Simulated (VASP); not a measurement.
Set up this calculation in VASP 6.6.1, as the native input.

| Item | Value |
| --- | --- |
| Task | single point |
| Functional | PBE |
| Potentials or basis | VASP PAW PBE potentials, release 64 (Ni, Si) |
| Cutoff | 520 eV |
| k mesh | 9 × 9 × 9 |
| Occupations | fermi-dirac, width 0.05 eV |
| Spin | collinear spin, ferromagnetic start |
| Starting moments | [1.0, 0.0, 0.0] μB |
| Hubbard terms | Ni d U = 1.0 eV |
| Dipole correction | no |
| Further INCAR settings | ALGO = Normal; EDIFF = 1e-07; NBANDS = 20 |

The structure of Si2Ni lies in POSCAR:

```
Si2Ni
1.0
    0.0000000000      2.7251701485      2.7251701485
    2.7251701485      0.0000000000      2.7251701485
    2.7251701485      2.7251701485      0.0000000000
Ni Si
1 2
Direct
    0.0000000000      0.0000000000      0.0000000000
    0.7500000000      0.7500000000      0.7500000000
    0.2500000000      0.2500000000      0.2500000000
```

One way to write it, as run:

INCAR

```
PREC = Accurate
ENCUT = 520
EDIFF = 1E-7
ISMEAR = -1
SIGMA = 0.05
LREAL = False
LASPH = True
NELM = 150
ALGO = Normal
ISIF = 2
LWAVE = False
LCHARG = False
ISPIN = 2
MAGMOM = 1 0 0
LORBIT = 11
LMAXMIX = 4
LDAU = True
LDAUTYPE = 2
LDAUL = 2 -1
LDAUU = 1 0
LDAUJ = 0 0
LDAUPRINT = 1
GGA = PE
NBANDS = 20
```

KPOINTS

```
regular mesh
0
Gamma
  9 9 9
```

Potentials or basis: VASP PAW PBE potentials, release 64 (Ni, Si).

Run with:

```console
$ cat potpaw_PBE.64/Ni/POTCAR potpaw_PBE.64/Si/POTCAR > POTCAR
$ mpirun -np 1 vasp_std > vasp.out
```

Results of the run:

```yaml
Pressure: -0.8 GPa
Band_gap_on_the_k_mesh: zero (filled and empty bands overlap)
Net_moment: 0.00 μB per cell
Valence_electrons_inside_the_program's_atomic_spheres: Ni 9.78; Si 1.57
```

Caveat: the U is typed as a test and isn't derived for this compound.

It took 48 s on 1 thread of Intel(R) Xeon(R) 6975P-C (Granite Rapids), with other jobs on the host, peak memory 0.2 GiB.
